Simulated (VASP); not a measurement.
**Ru: single point with PBE**

Ru:

```
CELL_PARAMETERS angstrom
2.74141 0.00000 0.00000
-1.37070 2.37413 0.00000
0.00000 0.00000 4.33825
ATOMIC_POSITIONS crystal
Ru 0.33333 0.66667 0.25000
Ru 0.66667 0.33333 0.75000
```

```yaml
Program: VASP 6.6.1
Task: single point
Functional: PBE
Potentials_or_basis: VASP PAW PBE potentials, release 64 (Ru_pv)
Cutoff: 520 eV
k_mesh: 12 × 12 × 7
Occupations: fermi-dirac, width 0.05 eV
Spin: no spin polarisation
Dipole_correction: no
Further_INCAR_settings: ALGO = Normal; EDIFF = 1e-07; NBANDS = 21
```

* Pressure: -7.6 GPa
* Band gap on the k mesh: zero (band 14 reaches 13.46 eV, above the bottom of band 15 at 10.68 eV)

Stress tensor (GPa, compression positive):
```
-7.44  0.00  0.00
 0.00 -7.44  0.00
 0.00  0.00 -7.96
```

Levels at points of the mesh, in eV from the Fermi level:
| k point | band 10 | band 11 | band 12 | band 13 | band 14 | band 15 | band 16 | band 17 | band 18 | band 19 |
| --- | --- | --- | --- | --- | --- | --- | --- | --- | --- | --- |
| (0.00, 0.00, 0.00) | -2.47 | -2.31 | -1.84 | -1.84 | -1.34 | -1.34 | 1.09 | 1.09 | 1.23 | 9.81 |
| (0.50, 0.00, 0.00) | -2.87 | -1.99 | -1.75 | -1.47 | 1.30 | 1.69 | 1.76 | 3.83 | 5.82 | 10.43 |

Wall time 16 s on 1 thread of AMD EPYC 9R45 96-Core Processor (Zen 5) (shared host), peak memory 0.13 GiB.
